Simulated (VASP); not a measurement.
# As2Se (I4_1/amd) in VASP: a series of runs

Aim: see how the results for As2Se move with the level of theory and the settings. Levels: PBE, PBE+D3(BJ). Tasks: single point.

All numbers are computed with VASP 6.6.1; they aren't measurements. Logs are shortened: lines on timing, memory, paths and dates and some standing lists are left out, and cuts for length are marked.

**1. The cell of the first run**

It takes space group I4_1/amd (No. 141, tetragonal). The conventional cell has a = 7.080 Å, b = 7.080 Å, c = 5.279 Å, α = 90.00°, β = 90.00°, γ = 90.00°. As (site symmetry 2/m) has 2 Se at 2.66 Å and 4 As at 2.83 Å within 3.5 Å. Se (site symmetry -4m2) has 4 As at 2.66 Å within 3.5 Å.

**2. Single point, PBE**

The input, INCAR:

```
SYSTEM = As2Se
ALGO = Normal ; EDIFF = 1E-6
ENCUT = 520 ; GGA = PE
ISIF = 2 ; ISMEAR = 0
LASPH = .True. ; LCHARG = .False.
LREAL = .False. ; LWAVE = .False.
NBANDS = 25 ; NELM = 100
PREC = Accurate ; SIGMA = 0.1
```

The input, KPOINTS:

```
k-points
0
Gamma
  8 8 8
  0 0 0
```

The input, POSCAR:

```
As2Se
1.0
   -3.5399917821      3.5399917821      2.6394969446
    3.5399917821     -3.5399917821      2.6394969446
    3.5399917821      3.5399917821     -2.6394969446
As Se
4 2
Direct
    0.8750000000      0.1250000000      0.7500000000
    0.3750000000      0.1250000000      0.2500000000
    0.8750000000      0.6250000000      0.7500000000
    0.8750000000      0.1250000000      0.2500000000
    0.5000000000      0.5000000000      0.0000000000
    0.2500000000      0.7500000000      0.5000000000
```

Potentials or basis: VASP PAW PBE potentials, release 64 (As, Se).

Run with:

```console
> cat potpaw_PBE.64/As/POTCAR potpaw_PBE.64/Se/POTCAR > POTCAR
> mpirun -np 1 vasp_std > vasp.out
```

OUTCAR:

```text
SYSTEM = As2Se
   EDIFF = 1E-6
   ENCUT = 520
   GGA = PE
   ISIF = 2
   ISMEAR = 0
   LASPH = .True.
   LREAL = .False.
   NELM = 100
   PREC = Accurate

 ion  position               nearest neighbor table
   1  0.875  0.125  0.750-   5 2.66   6 2.66   4 2.83   4 2.83   3 2.83   3 2.83
   2  0.375  0.125  0.250-   5 2.66   6 2.66   3 2.83   4 2.83   4 2.83   3 2.83
   3  0.875  0.625  0.750-   5 2.66   6 2.66   1 2.83   2 2.83   1 2.83   2 2.83
   4  0.875  0.125  0.250-   6 2.66   5 2.66   2 2.83   1 2.83   1 2.83   2 2.83
   5  0.500  0.500  0.000-   4 2.66   2 2.66   3 2.66   1 2.66
   6  0.250  0.750  0.500-   1 2.66   2 2.66   3 2.66   4 2.66

  LATTYP: Found a body centered tetragonal cell.
 ALAT       =     7.0799835642
 C/A-ratio  =     0.7456223367

  Lattice vectors:

 A1 = (  -3.5399917821,   3.5399917821,   2.6394969446)
 A2 = (   3.5399917821,  -3.5399917821,   2.6394969446)
 A3 = (   3.5399917821,   3.5399917821,  -2.6394969446)

Analysis of symmetry for initial positions (statically):
=====================================================================
 Subroutine PRICEL returns:
 Original cell was already a primitive cell.

 Routine SETGRP: Setting up the symmetry group for a
 body centered tetragonal supercell.

 Subroutine GETGRP returns: Found 16 space group operations
 (whereof  8 operations were pure point group operations)
 out of a pool of 16 trial point group operations.

The static configuration has the point symmetry D_2d.
 The point group associated with its full space group is D_4h.

Analysis of symmetry for dynamics (positions and initial velocities):
=====================================================================
 Subroutine PRICEL returns:
 Original cell was already a primitive cell.

 Routine SETGRP: Setting up the symmetry group for a
 body centered tetragonal supercell.

 Subroutine GETGRP returns: Found 16 space group operations
 (whereof  8 operations were pure point group operations)
 out of a pool of 16 trial point group operations.

The dynamic configuration has the point symmetry D_2d.
 The point group associated with its full space group is D_4h.

 Subroutine INISYM returns: Found 16 space group operations
 (whereof  8 operations are pure point group operations),
 and found     1 'primitive' translations

----------------------------------------------------------------------------------------

                                     Primitive cell

  volume of cell :     132.3079

  direct lattice vectors                    reciprocal lattice vectors
    -3.539991782  3.539991782  2.639496945     0.000000000  0.141243266  0.189430036
     3.539991782 -3.539991782  2.639496945     0.141243266  0.000000000  0.189430036
     3.539991782  3.539991782 -2.639496945     0.141243266  0.141243266  0.000000000

  length of vectors
     5.659507731  5.659507731  5.659507731     0.236290919  0.236290919  0.199748142

  position of ions in fractional coordinates (direct lattice)
     0.875000000  0.125000000  0.750000000
     0.375000000  0.125000000  0.250000000
     0.875000000  0.625000000  0.750000000
     0.875000000  0.125000000  0.250000000
     0.500000000  0.500000000  0.000000000
     0.250000000  0.750000000  0.500000000

  ion indices of the primitive-cell ions
   primitive index   ion index
                 1           1
                 2           2
                 3           3
                 4           4
                 5           5
                 6           6

----------------------------------------------------------------------------------------

 KPOINTS: k-points

Automatic generation of k-mesh.
 Grid dimensions read from file:
 generate k-points for:    8    8    8

 Generating k-lattice:

  Cartesian coordinates                     Fractional coordinates (reciprocal lattice)
     0.000000000  0.017655408  0.023678754     0.125000000 -0.000000000  0.000000000
     0.017655408  0.000000000  0.023678754    -0.000000000  0.125000000  0.000000000
     0.017655408  0.017655408  0.000000000     0.000000000  0.000000000  0.125000000

  Length of vectors
     0.029536365  0.029536365  0.024968518

  Shift w.r.t. Gamma in fractional coordinates (k-lattice)
     0.000000000  0.000000000  0.000000000

 Subroutine IBZKPT returns following result:
 ===========================================

 Found     59 irreducible k-points:

 Following reciprocal coordinates:
            Coordinates               Weight
  0.000000  0.000000  0.000000      1.000000
  0.125000  0.000000  0.000000      8.000000
  0.250000  0.000000  0.000000      8.000000
  0.375000 -0.000000  0.000000      8.000000
  0.500000  0.000000  0.000000      4.000000
  0.125000  0.125000  0.000000      8.000000
[... 16 lines left out ...]
  0.250000  0.125000  0.125000     16.000000
  0.375000  0.125000  0.125000      8.000000
 [... further k-points ...]
   k-points           NKPTS =     59   k-points in BZ     NKDIM =     59   number of bands    NBANDS=     25
   number of dos      NEDOS =    301   number of ions     NIONS =      6
   total plane-waves  NPLWV =  74088
   dimension x,y,z NGX =    42 NGY =   42 NGZ =   42
   dimension x,y,z NGXF=    84 NGYF=   84 NGZF=   84
   ions per type =               4   2
   NGX,Y,Z   is equivalent  to a cutoff of  12.34, 12.34, 12.34 a.u.
   NGXF,Y,Z  is equivalent  to a cutoff of  24.67, 24.67, 24.67 a.u.
 SYSTEM =  As2Se
   PREC   = accura    normal or accurate (medium, high low for compatibility)
   ISTART =      0    job   : 0-new  1-cont  2-samecut
   ICHARG =      2    charge: 1-file 2-atom 10-const
   ISPIN  =      1    spin polarized calculation?
   LNONCOLLINEAR =      F non collinear calculations
   LSORBIT =      F    spin-orbit coupling
   LASPH  =      T    aspherical Exc in radial PAW
   ENCUT  =  520.0 eV  38.22 Ry    6.18 a.u.  10.52 10.52 10.52*2*pi/ulx,y,z
   NELM   =    100;   NELMIN=  2; NELMDL= -5     # of ELM steps
   EDIFF  = 0.1E-05   stopping-criterion for ELM
   LREAL  =      F    real-space projection
   EDIFFG = 0.1E-04   stopping-criterion for IOM
   NSW    =      0    number of steps for IOM
   IBRION =     -1    ionic relax: 0-MD 1-quasi-New 2-CG
   NFREE  =      0    steps in history (QN), initial steepest desc. (CG)
   ISIF   =      2    stress and relaxation
   ISYM   =      2    0-nonsym 1-usesym 2-fastsym
   POTIM  = 0.5000    time-step for ionic-motion
   TEBEG  =    0.0;   TEEND  =   0.0 temperature during run
   PSTRESS=    0.0 pullay stress
   NELECT =      32.0000    total number of electrons
   NUPDOWN=      -1.0000    fix difference up-down
   EMIN   =  10.00;   EMAX   =-10.00  energy-range for DOS
   EFERMI =   0.00;   METHOD = LEGACY
   ISMEAR =     0;   SIGMA  =   0.10  broadening in eV -4-tet -1-fermi 0-gaus
   EFERMI_NEDOS =   21; number of points for ismear=-14 and -15
   IALGO  =     38    algorithm
   IMIX   =      4    mixing-type and parameters
     AMIX     =   0.40;   BMIX     =  1.00
     AMIX_MAG =   1.60;   BMIX_MAG =  1.00
  volume/ion in A,a.u.               =      22.05       148.81
  Fermi-wavevector in a.u.,A,eV,Ry     =   1.019991  1.927503 14.155247  1.040381
  Thomas-Fermi vector in A             =   2.153535
   LORBIT       =      0    0 simple, 1 ext, 2 COOP (PROOUT), +10 PAW based schemes
   GGA     = PE    functional components
   LHFCALC =     F    Hartree Fock is set to
   AEXX    =    0.0000 exact exchange contribution
   IVDW    =     0    specifies the selected vdW correction
   LEPSILON=     F    determine dielectric tensor
   LRPA    =     F    only Hartree local field effects (RPA)
 non-spin polarized calculation
 Gauss-broadening in eV      SIGMA  =   0.10
  energy-cutoff  :      520.00
  volume of cell :      132.31
 maximum number of plane-waves:      3629
   NGX = 21   NGY = 21   NGZ = 21

 number of electron      32.0000001 magnetization

 Free energy of the ion-electron system (eV)
  ---------------------------------------------------
  ext. energy  EPLUGINS =         0.00000000
  ---------------------------------------------------
  free energy    TOTEN  =       -25.23424745 eV

  energy without entropy =      -25.22231086  energy(sigma->0) =      -25.22827916

 E-fermi :   4.7663     XC(G=0):  -9.9323

 val. band max:        4.7626176695   @ k =   0.5000   0.5000   0.1250
 cond. band min:       4.7667159419   @ k =   0.5000   0.0000   0.0000
 fundamental gap:      0.0040982723
 Fermi energy:         4.7662518908

 k-point     1 :       0.0000    0.0000    0.0000
  band No.  band energies     occupation
      1     -10.3085      2.00000
      2      -8.1817      2.00000
      3      -5.6337      2.00000
      4      -5.6337      2.00000
      5      -5.6221      2.00000
      6      -3.9572      2.00000
[... 17 lines left out ...]
     24      10.1834      0.00000
     25      10.9480      0.00000

 k-point     2 :       0.1250    0.0000    0.0000
  band No.  band energies     occupation
      1     -10.2036      2.00000
      2      -8.2432      2.00000
      3      -5.9293      2.00000
      4      -5.6659      2.00000
      5      -5.6074      2.00000
      6      -4.0570      2.00000
[... 17 lines left out ...]
     24       9.8488      0.00000
     25      11.2614      0.00000

 k-point     3 :       0.2500    0.0000    0.0000
  band No.  band energies     occupation
      1      -9.8961      2.00000
      2      -8.3768      2.00000
      3      -6.6456      2.00000
      4      -5.7397      2.00000
      5      -5.7285      2.00000
      6      -3.9330      2.00000
[... 552 lines left out ...]
 k-point    23 :       0.2500    0.1250    0.1250
  band No.  band energies     occupation
      1      -9.3113      2.00000
      2      -8.5956      2.00000
      3      -7.3926      2.00000
      4      -6.7417      2.00000
      5      -4.9644      2.00000
      6      -3.6171      2.00000
[... 17 lines left out ...]
     24       9.1968      0.00000
     25      10.7132      0.00000

 k-point    24 :       0.3750    0.1250    0.1250
  band No.  band energies     occupation
      1      -8.9038      2.00000
      2      -8.7387      2.00000
      3      -7.7967      2.00000
      4      -6.8840      2.00000
      5      -4.9146      2.00000
      6      -3.4368      2.00000
[... 17 lines left out ...]
     24       9.1975      0.00000
     25      10.7778      0.00000

 [... further k-points ...]

------------------------ aborting loop because EDIFF is reached ----------------------------------------

  FORCE on cell =-STRESS in cart. coord.  units (eV):
  Direction    XX          YY          ZZ          XY          YZ          ZX
  --------------------------------------------------------------------------------------
  -------------------------------------------------------------------------------------
  Total        0.0647345      0.0647345      0.0947519      0.0000000      0.0000000      0.0000000
  in kB        0.7839004      0.7839004      1.1473943      0.0000000      0.0000000      0.0000000
  external PRESSURE =       0.9050650 kB  Pullay stress =       0.0000000 kB

 VOLUME and BASIS-vectors are now :
 -----------------------------------------------------------------------------
  energy-cutoff  :      520.00
  volume of cell :      132.31
      direct lattice vectors                 reciprocal lattice vectors
    -3.539991782  3.539991782  2.639496945     0.000000000  0.141243266  0.189430036
     3.539991782 -3.539991782  2.639496945     0.141243266  0.000000000  0.189430036
     3.539991782  3.539991782 -2.639496945     0.141243266  0.141243266  0.000000000

 POSITION                                       TOTAL-FORCE (eV/Angst)
 -----------------------------------------------------------------------------------
      0.00000      5.30999      0.65987        -0.000000      0.000000      0.000000
     -0.00000      1.77000      0.65987        -0.000000      0.000000      0.000000
      1.77000      3.53999      1.97962        -0.000000      0.000000      0.000000
     -1.77000      3.53999      1.97962        -0.000000      0.000000      0.000000
      0.00000      0.00000      2.63950         0.000000     -0.000000     -0.000000
      3.53999     -0.00000      1.31975         0.000000      0.000000      0.000000
 -----------------------------------------------------------------------------------
    total drift:                               -0.000000      0.000000     -0.000000

  FREE ENERGIE OF THE ION-ELECTRON SYSTEM (eV)
  ---------------------------------------------------
  free  energy   TOTEN  =       -25.2342474525 eV

  energy  without entropy=      -25.2223108620  energy(sigma->0) =      -25.22827916
```

Run time: 2.4 min. Hardware: 1 thread of Intel Xeon Platinum 8559C (Emerald Rapids), shared host; peak memory 0.35 GiB.

What came out:

```yaml
Free_energy: -25.2342 eV
Pressure: 0.1 GPa
Band_gap_on_the_k_mesh: zero (band 16 reaches 5.04 eV, above the bottom of band 17 at 4.63 eV)
```

**3. Single point, PBE+D3(BJ)**

The input, INCAR:

```
PREC = Accurate ; ENCUT = 520
EDIFF = 1E-6 ; ISMEAR = 0
SIGMA = 0.1 ; LREAL = False
LASPH = True ; NELM = 100
ALGO = Normal ; ISIF = 2
LWAVE = False ; LCHARG = True
GGA = PE ; IVDW = 12
LELF = True ; LVHAR = True
NBANDS = 25
```

The input, KPOINTS:

```
regular mesh
0
Gamma
  8 8 8
```

POSCAR: that of step 2 with these lines changed.

```diff
@@ -2,5 +2,5 @@
 1.0
-   -3.5399917821      3.5399917821      2.6394969446
-    3.5399917821     -3.5399917821      2.6394969446
-    3.5399917821      3.5399917821     -2.6394969446
+   -3.5294180000      3.5294180000      2.6535710000
+    3.5294180000     -3.5294180000      2.6535710000
+    3.5294180000      3.5294180000     -2.6535710000
 As Se
```

Potentials or basis: VASP PAW PBE potentials, release 64 (As, Se).

Run with:

```console
> cat potpaw_PBE.64/As/POTCAR potpaw_PBE.64/Se/POTCAR > POTCAR
> mpirun -np 1 vasp_std > vasp.out
```

Run time: 2.3 min. Hardware: 1 thread of Intel Xeon Platinum 8559C (Emerald Rapids), shared host; peak memory 0.36 GiB.

The run converged. Its results:

```yaml
Free_energy: -27.6544 eV
Pressure: -3.0 GPa
Band_gap_on_the_k_mesh: zero (band 16 reaches 5.04 eV, above the bottom of band 17 at 4.64 eV)
Dispersion_energy_per_atom: -0.404 eV
```

Stress tensor (GPa, compression positive):
```
-2.81  0.00  0.00
 0.00 -2.81  0.00
 0.00  0.00 -3.39
```

Levels at points of the mesh, in eV from the Fermi level:
| k point | band 14 | band 15 | band 16 | band 17 | band 18 | band 19 |
| --- | --- | --- | --- | --- | --- | --- |
| (0.00, 0.00, 0.00) | -2.66 | -2.66 | -1.04 | 2.31 | 3.01 | 3.01 |
| (0.50, 0.00, 0.00) | -1.42 | -0.47 | -0.03 | 0.19 | 0.47 | 1.47 |
| (0.50, 0.50, 0.00) | -1.34 | -1.14 | -1.14 | -0.04 | -0.04 | 1.86 |
| (0.50, 0.50, 0.50) | -0.67 | -0.31 | -0.31 | 0.29 | 0.29 | 0.44 |

Caveat: three body term missing; pairwise dispersion overbinds metals, which lowers pressure and volume.
